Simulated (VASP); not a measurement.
# GaSb (zincblende type) (F-43m) in VASP: notebook, part 2 of 2

VASP 6.6.1. Earlier steps stand in the parts before.

## 5. Relaxation of cell and atoms, PBE

This run uses another cell than the first one, of 30.00 Å³/atom, 1.136 times its volume.

The input, INCAR:

```
PREC = Accurate ; ENCUT = 600
EDIFF = 1E-6 ; ISMEAR = -1
SIGMA = 0.05 ; LREAL = False
LASPH = True ; NELM = 60
ALGO = Normal ; ISIF = 3
LWAVE = False ; LCHARG = False
GGA = PE ; IBRION = 2
NSW = 60 ; EDIFFG = -0.005
```

The input, KPOINTS:

```
regular mesh
0
Gamma
  12 12 12
```

The input, POSCAR:

```
GaSb
1.0
    0.0000000000      3.1072325060      3.1072325060
    3.1072325060      0.0000000000      3.1072325060
    3.1072325060      3.1072325060      0.0000000000
Ga Sb
1 1
Direct
    0.0000000000      0.0000000000      0.0000000000
    0.2500000000      0.2500000000      0.2500000000
```

Potentials or basis: VASP PAW PBE potentials, release 64 (Ga_d, Sb).

On the command line:

```bash
$ cat potpaw_PBE.64/Ga_d/POTCAR potpaw_PBE.64/Sb/POTCAR > POTCAR
$ mpirun -np 1 vasp_std > vasp.out
```

OUTCAR:

```text
PREC = Accurate
   ENCUT = 600
   EDIFF = 1E-6
   ISMEAR = -1
   LREAL = False
   LASPH = True
   NELM = 60
   ISIF = 3
   GGA = PE
   IBRION = 2
   NSW = 60
   EDIFFG = -0.005

 ion  position               nearest neighbor table
   1  0.000  0.000  0.000-   2 2.69   2 2.69   2 2.69   2 2.69
   2  0.250  0.250  0.250-   1 2.69   1 2.69   1 2.69   1 2.69

  LATTYP: Found a face centered cubic cell.
 ALAT       =     6.2144650120

  Lattice vectors:

 A1 = (   0.0000000000,   3.1072325060,   3.1072325060)
 A2 = (   3.1072325060,   0.0000000000,   3.1072325060)
 A3 = (   3.1072325060,   3.1072325060,   0.0000000000)

Analysis of symmetry for initial positions (statically):
=====================================================================
 Subroutine PRICEL returns:
 Original cell was already a primitive cell.

 Routine SETGRP: Setting up the symmetry group for a
 face centered cubic supercell.

 Subroutine GETGRP returns: Found 24 space group operations
 (whereof 24 operations were pure point group operations)
 out of a pool of 48 trial point group operations.

The static configuration has the point symmetry T_d .

Analysis of symmetry for dynamics (positions and initial velocities):
=====================================================================
 Subroutine PRICEL returns:
 Original cell was already a primitive cell.

 Routine SETGRP: Setting up the symmetry group for a
 face centered cubic supercell.

 Subroutine GETGRP returns: Found 24 space group operations
 (whereof 24 operations were pure point group operations)
 out of a pool of 48 trial point group operations.

The dynamic configuration has the point symmetry T_d .

 Subroutine INISYM returns: Found 24 space group operations
 (whereof 24 operations are pure point group operations),
 and found     1 'primitive' translations

[... 123 lines left out ...]
   LEPSILON=     F    determine dielectric tensor
   LRPA    =     F    only Hartree local field effects (RPA)
 conjugate gradient relaxation of ions
 non-spin polarized calculation
  energy-cutoff  :      600.00
  volume of cell :       60.00
 maximum number of plane-waves:      2044
   NGX = 17   NGY = 17   NGZ = 17

--------------------------------------- Ionic step        1  -------------------------------------------

 number of electron      17.9999991 magnetization

 Free energy of the ion-electron system (eV)
  ---------------------------------------------------
  ext. energy  EPLUGINS =         0.00000000
  ---------------------------------------------------
  free energy    TOTEN  =        -7.37298998 eV

  energy without entropy =       -7.37272110  energy(sigma->0) =       -7.37285554

------------------------ aborting loop because EDIFF is reached ----------------------------------------

  FORCE on cell =-STRESS in cart. coord.  units (eV):
  Direction    XX          YY          ZZ          XY          YZ          ZX
  --------------------------------------------------------------------------------------
  -------------------------------------------------------------------------------------
  Total        0.0157261      0.0157261      0.0157261      0.0000000      0.0000000      0.0000000
  in kB        0.4199328      0.4199328      0.4199328      0.0000000      0.0000000      0.0000000
  external PRESSURE =       0.4199328 kB  Pullay stress =       0.0000000 kB
[... 131 lines left out ...]
--------------------------------------- Ionic step        5  -------------------------------------------

 number of electron      17.9999991 magnetization

 Free energy of the ion-electron system (eV)
  ---------------------------------------------------
  ext. energy  EPLUGINS =         0.00000000
  ---------------------------------------------------
  free energy    TOTEN  =        -7.37299605 eV

  energy without entropy =       -7.37272594  energy(sigma->0) =       -7.37286100

 E-fermi :   4.4729     XC(G=0):  -8.8824

 val. band max:        4.3931960717   @ k =   0.0000   0.0000   0.0000
 cond. band min:       4.7016201813   @ k =   0.5000   0.0000   0.0000
 fundamental gap:      0.3084241095
 Fermi energy:         4.4728941526

 k-point     1 :       0.0000    0.0000    0.0000
  band No.  band energies     occupation
      1     -10.5521      2.00000
      2     -10.5521      2.00000
      3     -10.5521      2.00000
      4     -10.5094      2.00000
      5     -10.5094      2.00000
      6      -6.7611      2.00000
      7       4.0964      1.99893
      8       4.3932      1.66235
      9       4.3932      1.66235
     10       4.3932      1.66235
     11       7.1816      0.00000
     12       7.1816      0.00000
     13       7.1816      0.00000
[... 354 lines left out ...]
  band No.  band energies     occupation
      1     -10.5772      2.00000
      2     -10.5412      2.00000
      3     -10.5405      2.00000
      4     -10.5106      2.00000
      5     -10.5093      2.00000
      6      -5.0771      2.00000
      7      -1.6936      2.00000
      8       1.8032      2.00000
      9       3.0219      2.00000
     10       6.0010      0.00000
     11       8.1403      0.00000
     12       8.9038      0.00000
     13      11.1397      0.00000

 [... further k-points ...]
[... 5 lines left out ...]
  --------------------------------------------------------------------------------------
  -------------------------------------------------------------------------------------
  Total       -0.0069073     -0.0069073     -0.0069073      0.0000000      0.0000000     -0.0000000
  in kB       -0.1842913     -0.1842913     -0.1842913      0.0000000      0.0000000     -0.0000000
  external PRESSURE =      -0.1842913 kB  Pullay stress =       0.0000000 kB
[... 17 lines left out ...]
  FREE ENERGIE OF THE ION-ELECTRON SYSTEM (eV)
  ---------------------------------------------------
  free  energy   TOTEN  =        -7.3729960536 eV

  energy  without entropy=       -7.3727259442  energy(sigma->0) =       -7.37286100

 reached required accuracy - stopping structural energy minimisation
```

OSZICAR:

```text
N       E                     dE             d eps       ncg     rms          rms(c)
DAV:   1     0.817191219852E+02    0.81719E+02   -0.94497E+03  1880   0.181E+03
DAV:   2    -0.128602432727E+01   -0.83005E+02   -0.80437E+02  2062   0.333E+02
[... 26 lines left out ...]
DAV:   1    -0.737299914817E+01   -0.30308E-05   -0.42409E-05  2452   0.118E-01    0.100E-02
DAV:   2    -0.737299668186E+01    0.24663E-05   -0.49734E-06  1597   0.454E-02    0.459E-03
DAV:   3    -0.737299602524E+01    0.65662E-06   -0.79143E-07  1036   0.156E-02
   4 F= -.73729960E+01 E0= -.73728609E+01  d E =-.604102E-05
       N       E                     dE             d eps       ncg     rms          rms(c)
DAV:   1    -0.737299687975E+01   -0.19790E-06   -0.14649E-05  2317   0.666E-02    0.580E-03
DAV:   2    -0.737299605357E+01    0.82618E-06   -0.17137E-06   936   0.268E-02
   5 F= -.73729961E+01 E0= -.73728610E+01  d E =-.606936E-05
```

It took 97 s on 1 thread of Intel Xeon 6975P-C, shared host; peak memory 0.26 GiB.

What came out:

```yaml
Free_energy: -7.3730 eV
Relaxed_volume: 30.03 Å³/atom
Relaxed_cell: a = 4.396 Å, b = 4.396 Å, c = 4.396 Å, α = 60.00°, β = 60.00°, γ = 60.00°
Space_group_after_relaxing_to_0.05_Å: F-43m (No. 216)
Energy_gained_by_relaxing: 0.0 meV/atom
Ionic_steps: 5
Pressure_after_relaxing: 0.0 GPa
Band_gap_on_the_k_mesh: zero (filled and empty bands touch)
```

Final structure:
```
Ga Sb
1.0
     0.00000    3.10810    3.10810
     3.10810    0.00000    3.10810
     3.10810    3.10810    0.00000
Ga Sb
1 1
Cartesian
  0.0000 0.0000 0.0000
  1.5540 1.5540 1.5540
```

Caveat: spin-orbit coupling is left out, which moves the levels of the heavy elements.

## 6. Summary

| task | cell | cutoff (eV) | gap on the mesh (eV) | pressure (GPa) |
| --- | --- | --- | --- | --- |
| single point | a = 4.211 Å, angles 60.0°, 2 atoms | 520 | 0.58 | 7.8 |
| single point | a = 4.305 Å, angles 60.0°, 2 atoms | 520 | 0.14 | 3.3 |
| single point | a = 4.394 Å, angles 60.0°, 2 atoms | 520 | none | 0.1 |
| relaxation of cell and atoms | relaxed from a = 4.394 Å, angles 60.0°, 2 atoms | 600 | none | 0.0 |

Alike in all rows: level PBE; potentials or basis VASP PAW PBE potentials, release 64 (Ga_d, Sb); no spin polarisation; k mesh 12 × 12 × 12; smearing fermi-dirac 0.05 eV.

Caveats: spin-orbit coupling is left out, which moves the levels of the heavy elements.

Absolute energies hang on the potentials; compare differences alone.
